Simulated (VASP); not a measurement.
# Ir (Fm-3m) in VASP: further runs

Ir is run at these levels: PBEsol+D4, RPBE+D3(BJ), RPBE+D4, r2SCAN; tasks: relaxation of cell and atoms, single point.

Program: VASP 6.6.1. These are calculated values, not measurements. Logs are shortened: lines on timing, memory, paths and dates and some standing lists are left out, and cuts for length are marked.

**1. The cell of the first run**

The structure is cubic, space group Fm-3m (No. 225). The conventional cell has a = 3.831 Å, b = 3.831 Å, c = 3.831 Å, α = 90.00°, β = 90.00°, γ = 90.00°. Ir (site symmetry m-3m) has 12 Ir at 2.71 Å within 3.6 Å.

**2. Relaxation of cell and atoms, PBEsol+D4**

INCAR reads:

```
PREC = Accurate ; ENCUT = 600
EDIFF = 1E-6 ; ISMEAR = -1
SIGMA = 0.05 ; LREAL = F
LASPH = T ; NELM = 80
ALGO = Fast ; ISIF = 3
LWAVE = F ; LCHARG = F
GGA = PS ; IVDW = 13
IBRION = 2 ; NSW = 60
EDIFFG = -0.01
```

KPOINTS reads:

```
regular mesh
0
Gamma
  12 12 12
```

POSCAR reads:

```
Ir
1.0
    0.0000000000      1.9156000000      1.9156000000
    1.9156000000      0.0000000000      1.9156000000
    1.9156000000      1.9156000000      0.0000000000
Ir
1
Direct
    0.0000000000      0.0000000000      0.0000000000
```

Potentials or basis: VASP PAW PBE potentials, release 64 (Ir).

The run is started by

```console
> cat potpaw_PBE.64/Ir/POTCAR > POTCAR
> mpirun -np 1 vasp_std > vasp.out
```

OUTCAR:

```text
PREC = Accurate
   ENCUT = 600
   EDIFF = 1E-6
   ISMEAR = -1
   LREAL = F
   LASPH = T
   NELM = 80
   ISIF = 3
   GGA = PS
   IVDW = 13
   IBRION = 2
   NSW = 60
   EDIFFG = -0.01

 ion  position               nearest neighbor table
   1  0.000  0.000  0.000-

  LATTYP: Found a face centered cubic cell.
 ALAT       =     3.8312000000

  Lattice vectors:

 A1 = (   0.0000000000,   1.9156000000,   1.9156000000)
 A2 = (   1.9156000000,   0.0000000000,   1.9156000000)
 A3 = (   1.9156000000,   1.9156000000,   0.0000000000)

Analysis of symmetry for initial positions (statically):
[... 5 lines left out ...]
 face centered cubic supercell.

 Subroutine GETGRP returns: Found 48 space group operations
 (whereof 48 operations were pure point group operations)
 out of a pool of 48 trial point group operations.

The static configuration has the point symmetry O_h .

Analysis of symmetry for dynamics (positions and initial velocities):
[... 5 lines left out ...]
 face centered cubic supercell.

 Subroutine GETGRP returns: Found 48 space group operations
 (whereof 48 operations were pure point group operations)
 out of a pool of 48 trial point group operations.

The dynamic configuration has the point symmetry O_h .

 Subroutine INISYM returns: Found 48 space group operations
 (whereof 48 operations are pure point group operations),
 and found     1 'primitive' translations

----------------------------------------------------------------------------------------

                                     Primitive cell

  volume of cell :      14.0587

  direct lattice vectors                    reciprocal lattice vectors
     0.000000000  1.915600000  1.915600000    -0.261014826  0.261014826  0.261014826
     1.915600000  0.000000000  1.915600000     0.261014826 -0.261014826  0.261014826
     1.915600000  1.915600000  0.000000000     0.261014826  0.261014826 -0.261014826

  length of vectors
     2.709067500  2.709067500  2.709067500     0.452090940  0.452090940  0.452090940

  position of ions in fractional coordinates (direct lattice)
     0.000000000  0.000000000  0.000000000

  ion indices of the primitive-cell ions
   primitive index   ion index
                 1           1

----------------------------------------------------------------------------------------

 KPOINTS: regular mesh

Automatic generation of k-mesh.
 Grid dimensions read from file:
 generate k-points for:   12   12   12

 Generating k-lattice:

  Cartesian coordinates                     Fractional coordinates (reciprocal lattice)
    -0.021751235  0.021751235  0.021751235     0.083333333  0.000000000  0.000000000
     0.021751235 -0.021751235  0.021751235     0.000000000  0.083333333  0.000000000
     0.021751235  0.021751235 -0.021751235     0.000000000  0.000000000  0.083333333

  Length of vectors
     0.037674245  0.037674245  0.037674245

  Shift w.r.t. Gamma in fractional coordinates (k-lattice)
     0.000000000  0.000000000  0.000000000

 Subroutine IBZKPT returns following result:
 ===========================================

 Found     72 irreducible k-points:

 Following reciprocal coordinates:
            Coordinates               Weight
  0.000000  0.000000  0.000000      1.000000
  0.083333  0.000000  0.000000      8.000000
  0.166667  0.000000  0.000000      8.000000
  0.250000  0.000000  0.000000      8.000000
  0.333333  0.000000  0.000000      8.000000
  0.416667  0.000000  0.000000      8.000000
[... 16 lines left out ...]
  0.500000  0.166667  0.000000     24.000000
 -0.416667  0.166667  0.000000     24.000000
 [... further k-points ...]
   k-points           NKPTS =     72   k-points in BZ     NKDIM =     72   number of bands    NBANDS=      8
   number of dos      NEDOS =    301   number of ions     NIONS =      1
   total plane-waves  NPLWV =  13824
   dimension x,y,z NGX =    24 NGY =   24 NGZ =   24
   dimension x,y,z NGXF=    48 NGYF=   48 NGZF=   48
   ions per type =               1
   NGX,Y,Z   is equivalent  to a cutoff of  14.73, 14.73, 14.73 a.u.
   NGXF,Y,Z  is equivalent  to a cutoff of  29.46, 29.46, 29.46 a.u.
 SYSTEM =  unknown system
   PREC   = accura    normal or accurate (medium, high low for compatibility)
   ISTART =      0    job   : 0-new  1-cont  2-samecut
   ICHARG =      2    charge: 1-file 2-atom 10-const
   ISPIN  =      1    spin polarized calculation?
   LNONCOLLINEAR =      F non collinear calculations
   LSORBIT =      F    spin-orbit coupling
   LASPH  =      T    aspherical Exc in radial PAW
   ENCUT  =  600.0 eV  44.10 Ry    6.64 a.u.   5.41  5.41  5.41*2*pi/ulx,y,z
   NELM   =     80;   NELMIN=  2; NELMDL= -5     # of ELM steps
   EDIFF  = 0.1E-05   stopping-criterion for ELM
   LREAL  =      F    real-space projection
   EDIFFG = -.1E-01   stopping-criterion for IOM
   NSW    =     60    number of steps for IOM
   IBRION =      2    ionic relax: 0-MD 1-quasi-New 2-CG
   NFREE  =      1    steps in history (QN), initial steepest desc. (CG)
   ISIF   =      3    stress and relaxation
   ISYM   =      2    0-nonsym 1-usesym 2-fastsym
   POTIM  = 0.5000    time-step for ionic-motion
   TEBEG  =    0.0;   TEEND  =   0.0 temperature during run
   PSTRESS=    0.0 pullay stress
   NELECT =       9.0000    total number of electrons
   NUPDOWN=      -1.0000    fix difference up-down
   EMIN   =  10.00;   EMAX   =-10.00  energy-range for DOS
   EFERMI =   0.00;   METHOD = LEGACY
   ISMEAR =    -1;   SIGMA  =   0.05  broadening in eV -4-tet -1-fermi 0-gaus
   EFERMI_NEDOS =   21; number of points for ismear=-14 and -15
   IALGO  =     68    algorithm
   IMIX   =      4    mixing-type and parameters
     AMIX     =   0.40;   BMIX     =  1.00
     AMIX_MAG =   1.60;   BMIX_MAG =  1.00
  volume/ion in A,a.u.               =      14.06        94.87
  Fermi-wavevector in a.u.,A,eV,Ry     =   1.410937  2.666284 27.085691  1.990742
  Thomas-Fermi vector in A             =   2.532839
   LORBIT       =      0    0 simple, 1 ext, 2 COOP (PROOUT), +10 PAW based schemes
   GGA     = PS    functional components
   LHFCALC =     F    Hartree Fock is set to
   AEXX    =    0.0000 exact exchange contribution
   IVDW    =    13    specifies the selected vdW correction
   LEPSILON=     F    determine dielectric tensor
   LRPA    =     F    only Hartree local field effects (RPA)
 conjugate gradient relaxation of ions
 non-spin polarized calculation
 RMM-DIIS sequential band-by-band and
  energy-cutoff  :      600.00
  volume of cell :       14.06
 maximum number of plane-waves:       495
 NGX is ok and might be reduce to    24
   NGX = 11   NGY = 11   NGZ = 11

--------------------------------------- Ionic step        1  -------------------------------------------

 number of electron       9.0000000 magnetization

 Free energy of the ion-electron system (eV)
  ---------------------------------------------------
  ext. energy  EPLUGINS =         0.00000000
  ---------------------------------------------------
  free energy    TOTEN  =        -9.84082154 eV

  energy without entropy =       -9.83606357  energy(sigma->0) =       -9.83844255

------------------------ aborting loop because EDIFF is reached ----------------------------------------

  DFT-D4 for vdW energy calculation

  Edisp (eV):   -0.54179

  FORCE on cell =-STRESS in cart. coord.  units (eV):
  Direction    XX          YY          ZZ          XY          YZ          ZX
  --------------------------------------------------------------------------------------
  -------------------------------------------------------------------------------------
  Total      -0.44718    -0.44718    -0.44718    -0.00000     0.00000     0.00000
  in kB     -50.96186   -50.96186   -50.96186    -0.00000     0.00000     0.00000
  external pressure =      -50.96 kB  Pullay stress =        0.00 kB
[... 98 lines left out ...]
  energy  without entropy=      -10.3808478064  energy(sigma->0) =      -10.38317440

--------------------------------------- Ionic step        4  -------------------------------------------

 number of electron       9.0000000 magnetization

 Free energy of the ion-electron system (eV)
  ---------------------------------------------------
  ext. energy  EPLUGINS =         0.00000000
  ---------------------------------------------------
  free energy    TOTEN  =        -9.83749608 eV

  energy without entropy =       -9.83284564  energy(sigma->0) =       -9.83517086

 E-fermi :  10.6201     XC(G=0): -14.2151

 val. band max:       10.5950640654   @ k =   0.3333   0.0833   0.0000
 cond. band min:      10.6203984819   @ k =  -0.2500   0.0833   0.0000
 fundamental gap:      0.0253344166
 Fermi energy:        10.6200563780

 k-point     1 :       0.0000    0.0000    0.0000
  band No.  band energies     occupation
      1      -0.8169      2.00000
      2       6.5616      2.00000
      3       6.5616      2.00000
      4       6.5616      2.00000
      5       9.3575      2.00000
      6       9.3575      2.00000
      7      24.8660      0.00000
      8      30.5504      0.00000
[... 243 lines left out ...]
 k-point    24 :      -0.4167    0.1667    0.0000
  band No.  band energies     occupation
      1       3.2010      2.00000
      2       5.6664      2.00000
      3       7.3085      2.00000
      4       7.4791      2.00000
      5      11.0526      0.00035
      6      14.4174      0.00000
      7      17.9632      0.00000
      8      25.9590      0.00000

 [... further k-points ...]

------------------------ aborting loop because EDIFF is reached ----------------------------------------

  DFT-D4 for vdW energy calculation

  Edisp (eV):   -0.54801

  FORCE on cell =-STRESS in cart. coord.  units (eV):
  Direction    XX          YY          ZZ          XY          YZ          ZX
  --------------------------------------------------------------------------------------
  -------------------------------------------------------------------------------------
  Total       0.00588     0.00588     0.00588     0.00000     0.00000     0.00000
  in kB       0.67892     0.67892     0.67892     0.00000     0.00000     0.00000
  external pressure =        0.68 kB  Pullay stress =        0.00 kB
[... 16 lines left out ...]
  FREE ENERGIE OF THE ION-ELECTRON SYSTEM (eV)
  ---------------------------------------------------
  free  energy   TOTEN  =       -10.3855018290 eV

  energy  without entropy=      -10.3808513945  energy(sigma->0) =      -10.38317661

 reached required accuracy - stopping structural energy minimisation
```

Run time: 77 s. Hardware: 1 thread of Intel Xeon 6975P-C, shared host; peak memory 0.16 GiB.

What came out:

- Free energy: -10.3855 eV
- Relaxed volume: 13.88 Å³/atom
- Relaxed cell: a = 2.697 Å, b = 2.697 Å, c = 2.697 Å, α = 60.00°, β = 60.00°, γ = 60.00°
- Space group after relaxing (to 0.05 Å): Fm-3m (No. 225)
- Energy gained by relaxing: 2.9 meV/atom
- Ionic steps: 4
- Pressure after relaxing: 0.1 GPa
- Dispersion energy per atom: -0.548 eV

The path:
```tsv
step	energy change (eV)	largest force (eV/Å)	pressure (GPa)	volume (Å³)
1	0.0000	0.0000	-5.10	14.06
2	0.0489	0.0000	24.65	13.17
3	-0.0029	0.0000	-0.15	13.88
4	-0.0029	0.0000	0.07	13.88
```

Final structure:
```yaml
crystal:
  lattice:
    - [0.00000, 1.90737, 1.90737]
    - [1.90737, 0.00000, 1.90737]
    - [1.90737, 1.90737, 0.00000]
  atoms:
    - { symbol: Ir, position: [0.00000, 0.00000, 0.00000] }
```

Caveat: the PAW data sets were made with another functional, which shifts forces and pressure a little; spin-orbit coupling is left out, which moves the levels of the heavy elements; pairwise dispersion overbinds metals, which lowers pressure and volume.

**3. Relaxation of cell and atoms, RPBE+D3(BJ)**

INCAR reads:

```
SYSTEM = Ir
PREC = Accurate
ENCUT = 600
EDIFF = 1E-6
ISMEAR = -1
SIGMA = 0.05
LREAL = .False.
LASPH = .True.
NELM = 100
ALGO = Normal
ISIF = 3
LWAVE = .False.
LCHARG = .False.
GGA = RP
IVDW = 12
IBRION = 2
NSW = 60
EDIFFG = -0.01
```

KPOINTS reads:

```
Automatic mesh
0
Gamma
  12 12 12
  0 0 0
```

POSCAR is that of step 2.

Potentials or basis: VASP PAW PBE potentials, release 64 (Ir).

The run is started by

```console
> cat potpaw_PBE.64/Ir/POTCAR > POTCAR
> mpirun -np 1 vasp_std > vasp.out
```

It took 66 s on 1 thread of Intel Xeon 6975P-C, shared host; peak memory 0.17 GiB.

It converged, with:

* Free energy: -12.5191 eV
* Relaxed volume: 12.99 Å³/atom
* Relaxed cell: a = 2.639 Å, b = 2.639 Å, c = 2.639 Å, α = 60.00°, β = 60.00°, γ = 60.00°
* Space group after relaxing (to 0.05 Å): Fm-3m (No. 225)
* Energy gained by relaxing: 118.0 meV/atom
* Ionic steps: 5
* Pressure after relaxing: 0.1 GPa
* Dispersion energy per atom: -4.566 eV

The path:
```
step  energy change (eV)  largest force (eV/Å)  pressure (GPa)  volume (Å³)
   1              0.0000                0.0000          -32.93        14.06
   2              3.8540                0.0000          444.26         8.96
   3             -0.1143                0.0000           -6.64        13.17
   4             -0.1173                0.0000           -2.89        13.07
   5             -0.1180                0.0000            0.05        12.99
```

Final structure:
```
Ir
1.0
     0.00000    1.86601    1.86601
     1.86601    0.00000    1.86601
     1.86601    1.86601    0.00000
Ir
1
Direct
  0.00000 0.00000 0.00000
```

Levels at points of the mesh, in eV from the Fermi level:
```tsv
k point	band 1	band 2	band 3	band 4	band 5	band 6	band 7	band 8
(0.00, 0.00, 0.00)	-12.09	-4.47	-4.47	-4.47	-1.40	-1.40	14.04	20.15
(0.50, 0.00, 0.00)	-9.08	-4.61	-4.61	-1.02	1.00	1.00	8.16	13.61
(0.50, 0.50, 0.00)	-9.00	-8.37	0.97	1.67	1.68	1.68	11.73	12.08
```

Caveat: the PAW data sets were made with another functional, which shifts forces and pressure a little; spin-orbit coupling is left out, which moves the levels of the heavy elements; pairwise dispersion overbinds metals, which lowers pressure and volume.

**4. Relaxation of cell and atoms, RPBE+D4**

INCAR reads:

```
PREC     = Accurate       # precision mode
ENCUT    = 600            # plane-wave cutoff, eV
EDIFF    = 1E-7           # SCF threshold, eV
ISMEAR   = -1             # smearing method
SIGMA    = 0.05           # smearing width, eV
LREAL    = F              # projectors in reciprocal space
LASPH    = T              # aspherical terms in the spheres
NELM     = 80             # most SCF steps
ALGO     = Normal         # electronic algorithm
ISIF     = 3              # what is computed and relaxed
LWAVE    = F              # write WAVECAR
LCHARG   = F              # write CHGCAR
GGA      = RP             # functional
IVDW     = 13             # dispersion correction
IBRION   = 2              # ionic algorithm
NSW      = 60             # ionic steps
EDIFFG   = -0.01          # ionic threshold
```

KPOINTS reads:

```
Automatic mesh
0
Gamma
  12 12 12
```

POSCAR is that of step 3.

The run is started by

```console
> cat potpaw_PBE.64/Ir/POTCAR > POTCAR
> mpirun -np 1 vasp_std > vasp.out
```

Run time: 45 s. Hardware: 1 thread of Intel Xeon 6975P-C, shared host; peak memory 0.16 GiB.

It converged, with:

| Quantity | Value |
| --- | --- |
| Free energy | -9.9213 eV |
| Relaxed volume | 13.97 Å³/atom |
| Relaxed cell | a = 2.703 Å, b = 2.703 Å, c = 2.703 Å, α = 60.00°, β = 60.00°, γ = 60.00° |
| Space group after relaxing (to 0.05 Å) | Fm-3m (No. 225) |
| Energy gained by relaxing | 0.7 meV/atom |
| Ionic steps | 3 |
| Pressure after relaxing | 0.0 GPa |
| Dispersion energy per atom | -1.751 eV |

The path:
```tsv
step	energy change (eV)	largest force (eV/Å)	pressure (GPa)	volume (Å³)
1	0.0000	0.0000	-2.46	14.06
2	0.0102	0.0000	10.44	13.62
3	-0.0007	0.0000	0.00	13.97
```

Final structure:
```
CELL_PARAMETERS angstrom
0.00000 1.91152 1.91152
1.91152 0.00000 1.91152
1.91152 1.91152 0.00000
ATOMIC_POSITIONS crystal
Ir 0.00000 0.00000 0.00000
```

Levels at points of the mesh, in eV from the Fermi level:
```csv
k point,band 2,band 3,band 4,band 5,band 6,band 7
"(0.00, 0.00, 0.00)",-3.99,-3.99,-3.99,-1.26,-1.26,14.24
"(0.50, 0.00, 0.00)",-4.10,-4.10,-0.82,0.88,0.88,7.39
"(0.50, 0.50, 0.00)",-7.51,0.84,1.48,1.48,1.68,10.69
```

Caveat: the PAW data sets were made with another functional, which shifts forces and pressure a little; spin-orbit coupling is left out, which moves the levels of the heavy elements; pairwise dispersion overbinds metals, which lowers pressure and volume.

(Continued in part 2 of 2.)
